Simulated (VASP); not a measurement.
Runs of VASP 6.6.1 on NbCd3. The structure is that of space group Pm-3m (No. 221), or close to it. The cells are those of the table. 

| task | cell | gap on the mesh (eV) | pressure (GPa) |
| --- | --- | --- | --- |
| single point | a = 4.299, b = 4.299, c = 4.215 Å, 4 atoms | none | -5.8 |
| single point | a = 4.270 Å, 4 atoms | none | -5.8 |
| electric field gradients | a = 4.215 Å, angles 89.4°, 4 atoms | none | -1.6 |
| single point | a = 4.187 Å, 4 atoms | none | 0.7 |
| single point | a = 4.229 Å, 4 atoms | none | -2.8 |
| single point | a = 4.129 Å, 4 atoms | none | (a) |
| single point | a = 4.215, b = 4.215, c = 4.257 Å, 4 atoms | none | -2.8 |

Alike in all rows: level LDA; potentials or basis VASP PAW LDA potentials, release 64 (Nb_sv, Cd); no spin polarisation; k mesh 9 × 9 × 9; cutoff (eV) 520; smearing fermi-dirac 0.08 eV.

Question: Estimate the missing entries.

Answer: (a) 6.6.

Caveats: the cell stands under tension (at least some runs); the cell stands under pressure (at least some runs).

A k mesh can miss the band edges, and the runs leave out spin-orbit coupling on Cd, Nb.

A gap of «none» marks levels without a gap at the run's occupations.
